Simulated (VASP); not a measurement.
# ScAlN2 (R-3m) in VASP: notebook

ScAlN2 is run at these levels: PBE; tasks: single point, relaxation of cell and atoms.

Program: VASP 6.6.1. These are calculated values, not measurements. Logs are shortened: lines on timing, memory, paths and dates and some standing lists are left out, and cuts for length are marked.

## 1. The cell of the first run

It takes space group R-3m (No. 166, trigonal). Conventional cell: a = 4.395 Å, b = 4.395 Å, c = 7.839 Å, α = 90.00°, β = 90.00°, γ = 120.00°. Within 2.8 Å of Sc (site symmetry -3m) lie 8 N at 2.08 to 2.59 Å. Al (site symmetry -3m) has 2 N at 1.84 Å within 2.4 Å. N (site symmetry 3m) has 1 Al at 1.84 Å and 1 Sc at 2.08 Å within 2.4 Å.

## 2. Single point, PBE

Contents of INCAR:

```
PREC = Accurate
ENCUT = 520
EDIFF = 1E-6
ISMEAR = 0
SIGMA = 0.1
LREAL = False
LASPH = True
NELM = 80
ALGO = Normal
ISIF = 2
LWAVE = False
LCHARG = False
GGA = PE
NBANDS = 20
```

Contents of KPOINTS:

```
Automatic mesh
0
Gamma
  6 6 6
```

Contents of POSCAR:

```
ScAlN2
1.0
    2.1975029132      1.2687288974      2.6130414844
   -2.1975029132      1.2687288974      2.6130414844
    0.0000000000     -2.5374577980      2.6130414829
Sc Al N
1 1 2
Direct
    0.5000000000      0.5000000000      0.5000000000
    0.0000000000      0.0000000000      0.0000000000
    0.2347962820      0.2347962820      0.2347962820
    0.7652037180      0.7652037180      0.7652037180
```

Potentials or basis: VASP PAW PBE potentials, release 64 (Sc_sv, Al, N).

Launch:

```sh
$ cat potpaw_PBE.64/Sc_sv/POTCAR potpaw_PBE.64/Al/POTCAR potpaw_PBE.64/N/POTCAR > POTCAR
$ mpirun -np 1 vasp_std > vasp.out
```

OUTCAR:

```text
PREC = Accurate
   ENCUT = 520
   EDIFF = 1E-6
   ISMEAR = 0
   LREAL = False
   LASPH = True
   NELM = 80
   ISIF = 2
   GGA = PE

 ion  position               nearest neighbor table
   1  0.500  0.500  0.500-   3 2.08   4 2.08   3 2.59   4 2.59   3 2.59   3 2.59   4 2.59   4 2.59
                             2 2.85   2 2.85   2 2.85   2 2.85   2 2.85   2 2.85
   2  0.000  0.000  0.000-   3 1.84   4 1.84   1 2.85   1 2.85   1 2.85   1 2.85   1 2.85   1 2.85

   3  0.235  0.235  0.235-   2 1.84   1 2.08   1 2.59   1 2.59   1 2.59
   4  0.765  0.765  0.765-   2 1.84   1 2.08   1 2.59   1 2.59   1 2.59

  LATTYP: Found a trigonal (rhomboedric) cell.
 ALAT       =     3.6423451055
 COS(alpha) =     0.2720077925

  Lattice vectors:

 A1 = (   2.1975029132,   1.2687288974,   2.6130414844)
 A2 = (  -2.1975029132,   1.2687288974,   2.6130414844)
 A3 = (   0.0000000000,  -2.5374577980,   2.6130414829)

Analysis of symmetry for initial positions (statically):
=====================================================================
 Subroutine PRICEL returns:
 Original cell was already a primitive cell.

 Routine SETGRP: Setting up the symmetry group for a
 trigonal (rhombohedral) supercell.

 Subroutine GETGRP returns: Found 12 space group operations
 (whereof 12 operations were pure point group operations)
 out of a pool of 12 trial point group operations.

The static configuration has the point symmetry D_3d.

Analysis of symmetry for dynamics (positions and initial velocities):
=====================================================================
 Subroutine PRICEL returns:
 Original cell was already a primitive cell.

 Routine SETGRP: Setting up the symmetry group for a
 trigonal (rhombohedral) supercell.

 Subroutine GETGRP returns: Found 12 space group operations
 (whereof 12 operations were pure point group operations)
 out of a pool of 12 trial point group operations.

The dynamic configuration has the point symmetry D_3d.

 Subroutine INISYM returns: Found 12 space group operations
 (whereof 12 operations are pure point group operations),
 and found     1 'primitive' translations

----------------------------------------------------------------------------------------

                                     Primitive cell

  volume of cell :      43.7115

  direct lattice vectors                    reciprocal lattice vectors
     2.197502913  1.268728897  2.613041484     0.227530984  0.131365075  0.127565267
    -2.197502913  1.268728897  2.613041484    -0.227530984  0.131365075  0.127565267
     0.000000000 -2.537457798  2.613041483     0.000000000 -0.262730150  0.127565266

  length of vectors
     3.642345106  3.642345106  3.642345106     0.292061687  0.292061687  0.292061687

  position of ions in fractional coordinates (direct lattice)
     0.500000000  0.500000000  0.500000000
     0.000000000  0.000000000  0.000000000
     0.234796282  0.234796282  0.234796282
     0.765203718  0.765203718  0.765203718

  ion indices of the primitive-cell ions
   primitive index   ion index
                 1           1
                 2           2
                 3           3
                 4           4

----------------------------------------------------------------------------------------

 KPOINTS: Automatic mesh

Automatic generation of k-mesh.
 Grid dimensions read from file:
 generate k-points for:    6    6    6

 Generating k-lattice:

  Cartesian coordinates                     Fractional coordinates (reciprocal lattice)
     0.037921831  0.021894179  0.021260878     0.166666667  0.000000000  0.000000000
    -0.037921831  0.021894179  0.021260878     0.000000000  0.166666667  0.000000000
     0.000000000 -0.043788358  0.021260878     0.000000000  0.000000000  0.166666667

  Length of vectors
     0.048676948  0.048676948  0.048676948

  Shift w.r.t. Gamma in fractional coordinates (k-lattice)
     0.000000000  0.000000000  0.000000000

 Subroutine IBZKPT returns following result:
 ===========================================

 Found     32 irreducible k-points:

 Following reciprocal coordinates:
            Coordinates               Weight
  0.000000  0.000000  0.000000      1.000000
  0.166667  0.000000 -0.000000      6.000000
  0.333333  0.000000 -0.000000      6.000000
  0.500000 -0.000000 -0.000000      3.000000
  0.166667  0.166667  0.000000      6.000000
  0.333333  0.166667  0.000000     12.000000
[... 16 lines left out ...]
  0.500000  0.500000  0.166667      6.000000
 -0.333333  0.500000  0.166667     12.000000
 [... further k-points ...]
   k-points           NKPTS =     32   k-points in BZ     NKDIM =     32   number of bands    NBANDS=     20
   number of dos      NEDOS =    301   number of ions     NIONS =      4
   total plane-waves  NPLWV =  21952
   dimension x,y,z NGX =    28 NGY =   28 NGZ =   28
   dimension x,y,z NGXF=    56 NGYF=   56 NGZF=   56
   ions per type =               1   1   2
   NGX,Y,Z   is equivalent  to a cutoff of  12.78, 12.78, 12.78 a.u.
   NGXF,Y,Z  is equivalent  to a cutoff of  25.56, 25.56, 25.56 a.u.
 SYSTEM =  unknown system
   PREC   = accura    normal or accurate (medium, high low for compatibility)
   ISTART =      0    job   : 0-new  1-cont  2-samecut
   ICHARG =      2    charge: 1-file 2-atom 10-const
   ISPIN  =      1    spin polarized calculation?
   LNONCOLLINEAR =      F non collinear calculations
   LSORBIT =      F    spin-orbit coupling
   LASPH  =      T    aspherical Exc in radial PAW
   ENCUT  =  520.0 eV  38.22 Ry    6.18 a.u.   6.77  6.77  6.77*2*pi/ulx,y,z
   NELM   =     80;   NELMIN=  2; NELMDL= -5     # of ELM steps
   EDIFF  = 0.1E-05   stopping-criterion for ELM
   LREAL  =      F    real-space projection
   EDIFFG = 0.1E-04   stopping-criterion for IOM
   NSW    =      0    number of steps for IOM
   IBRION =     -1    ionic relax: 0-MD 1-quasi-New 2-CG
   NFREE  =      0    steps in history (QN), initial steepest desc. (CG)
   ISIF   =      2    stress and relaxation
   ISYM   =      2    0-nonsym 1-usesym 2-fastsym
   POTIM  = 0.5000    time-step for ionic-motion
   TEBEG  =    0.0;   TEEND  =   0.0 temperature during run
   PSTRESS=    0.0 pullay stress
   NELECT =      24.0000    total number of electrons
   NUPDOWN=      -1.0000    fix difference up-down
   EMIN   =  10.00;   EMAX   =-10.00  energy-range for DOS
   EFERMI =   0.00;   METHOD = LEGACY
   ISMEAR =     0;   SIGMA  =   0.10  broadening in eV -4-tet -1-fermi 0-gaus
   EFERMI_NEDOS =   21; number of points for ismear=-14 and -15
   IALGO  =     38    algorithm
   IMIX   =      4    mixing-type and parameters
     AMIX     =   0.40;   BMIX     =  1.00
     AMIX_MAG =   1.60;   BMIX_MAG =  1.00
  volume/ion in A,a.u.               =      10.93        73.74
  Fermi-wavevector in a.u.,A,eV,Ry     =   1.340541  2.533254 24.450336  1.797049
  Thomas-Fermi vector in A             =   2.468845
   LORBIT       =      0    0 simple, 1 ext, 2 COOP (PROOUT), +10 PAW based schemes
   GGA     = PE    functional components
   LHFCALC =     F    Hartree Fock is set to
   AEXX    =    0.0000 exact exchange contribution
   IVDW    =     0    specifies the selected vdW correction
   LEPSILON=     F    determine dielectric tensor
   LRPA    =     F    only Hartree local field effects (RPA)
 non-spin polarized calculation
 Gauss-broadening in eV      SIGMA  =   0.10
  energy-cutoff  :      520.00
  volume of cell :       43.71
 maximum number of plane-waves:      1190
   NGX = 13   NGY = 13   NGZ = 13

 number of electron      23.9999996 magnetization

 Free energy of the ion-electron system (eV)
  ---------------------------------------------------
  ext. energy  EPLUGINS =         0.00000000
  ---------------------------------------------------
  free energy    TOTEN  =       -29.00234031 eV

  energy without entropy =      -29.00234030  energy(sigma->0) =      -29.00234031

 E-fermi :   7.4457     XC(G=0): -11.6116

 val. band max:        7.0922114072   @ k =   0.0000   0.0000   0.0000
 cond. band min:       7.8044407432   @ k =   0.5000  -0.0000  -0.0000
 fundamental gap:      0.7122293360
 Fermi energy:         7.4457039529

 k-point     1 :       0.0000    0.0000    0.0000
  band No.  band energies     occupation
      1     -41.9448      2.00000
      2     -20.6350      2.00000
      3     -20.6350      2.00000
      4     -20.5138      2.00000
      5      -8.5726      2.00000
      6      -4.9803      2.00000
[... 12 lines left out ...]
     19      11.9844      0.00000
     20      12.7302      0.00000

 k-point     2 :       0.1667    0.0000   -0.0000
  band No.  band energies     occupation
      1     -41.9429      2.00000
      2     -20.6571      2.00000
      3     -20.6341      2.00000
      4     -20.5248      2.00000
      5      -8.3273      2.00000
      6      -5.2508      2.00000
[... 12 lines left out ...]
     19      12.0506      0.00000
     20      13.5244      0.00000

 k-point     3 :       0.3333    0.0000   -0.0000
  band No.  band energies     occupation
      1     -41.9390      2.00000
      2     -20.7118      2.00000
      3     -20.6323      2.00000
      4     -20.5352      2.00000
      5      -7.6728      2.00000
      6      -5.9260      2.00000
[... 12 lines left out ...]
     19      13.4376      0.00000
     20      14.5410      0.00000

 k-point     4 :       0.5000   -0.0000   -0.0000
  band No.  band energies     occupation
      1     -41.9371      2.00000
      2     -20.7419      2.00000
      3     -20.6314      2.00000
      4     -20.5371      2.00000
      5      -6.8902      2.00000
      6      -6.7061      2.00000
[... 429 lines left out ...]
 k-point    23 :       0.5000    0.5000    0.1667
  band No.  band energies     occupation
      1     -41.9294      2.00000
      2     -20.7126      2.00000
      3     -20.6951      2.00000
      4     -20.5973      2.00000
      5      -6.7978      2.00000
      6      -6.0673      2.00000
[... 12 lines left out ...]
     19      14.0744      0.00000
     20      15.6207      0.00000

 k-point    24 :      -0.3333    0.5000    0.1667
  band No.  band energies     occupation
      1     -41.9307      2.00000
      2     -20.7099      2.00000
      3     -20.6883      2.00000
      4     -20.5944      2.00000
      5      -6.6695      2.00000
      6      -6.2994      2.00000
[... 12 lines left out ...]
     19      13.5386      0.00000
     20      15.2764      0.00000

 [... further k-points ...]
[... 5 lines left out ...]
  --------------------------------------------------------------------------------------
  -------------------------------------------------------------------------------------
  Total        0.0514440      0.0514440      0.2821397      0.0000000     -0.0000000      0.0000000
  in kB        1.8855982      1.8855982     10.3413886      0.0000000     -0.0000000      0.0000000
  external PRESSURE =       4.7041950 kB  Pullay stress =       0.0000000 kB

 VOLUME and BASIS-vectors are now :
 -----------------------------------------------------------------------------
  energy-cutoff  :      520.00
  volume of cell :       43.71
      direct lattice vectors                 reciprocal lattice vectors
     2.197502913  1.268728897  2.613041484     0.227530984  0.131365075  0.127565267
    -2.197502913  1.268728897  2.613041484    -0.227530984  0.131365075  0.127565267
     0.000000000 -2.537457798  2.613041483     0.000000000 -0.262730150  0.127565266

 POSITION                                       TOTAL-FORCE (eV/Angst)
 -----------------------------------------------------------------------------------
      0.00000     -0.00000      3.91956        -0.000000      0.000000     -0.000000
      0.00000      0.00000      0.00000         0.000000      0.000000     -0.000000
      0.00000     -0.00000      1.84060         0.000000      0.000000     -0.060870
      0.00000     -0.00000      5.99853         0.000000     -0.000000      0.060870
 -----------------------------------------------------------------------------------
    total drift:                               -0.000000     -0.000000      0.000000

  FREE ENERGIE OF THE ION-ELECTRON SYSTEM (eV)
  ---------------------------------------------------
  free  energy   TOTEN  =       -29.0023403088 eV

  energy  without entropy=      -29.0023403048  energy(sigma->0) =      -29.00234031
```

It took 14 s on 1 thread of Intel Xeon 6975P-C (Granite Rapids), shared host; peak memory 0.17 GiB.

What came out:

| Quantity | Value |
| --- | --- |
| Free energy | -29.0023 eV |
| Pressure | 0.5 GPa |
| Largest force | 0.061 eV/Å |
| Band gap on the k mesh | 0.71 eV, indirect (least direct gap 1.38 eV) |

Forces on the atoms (eV/Å):
```
Sc   0.000  0.000  0.000
Al   0.000  0.000  0.000
N    0.000  0.000 -0.061
N    0.000  0.000  0.061
```

Stress tensor (GPa, compression positive):
```
0.19 0.00 0.00
0.00 0.19 0.00
0.00 0.00 1.03
```

Levels at points of the mesh, in eV from the valence-band top:
```tsv
k point	band 9	band 10	band 11	band 12	band 13	band 14	band 15	band 16
(0.00, 0.00, 0.00)	-4.39	-2.00	0.00	0.00	1.39	1.80	1.80	2.95
(0.50, 0.00, 0.00)	-3.71	-2.98	-2.72	-1.71	0.71	3.10	3.42	4.14
(0.50, 0.50, 0.00)	-3.47	-2.49	-0.88	-0.15	1.23	2.95	3.43	4.00
(0.50, 0.50, 0.50)	-4.79	-3.59	-2.17	-2.17	3.15	3.15	4.51	4.51
```

A k mesh can miss the band edges. A hybrid or GW would open this gap; PBE tends to underestimate it.

(Continued in part 2 of 2.)
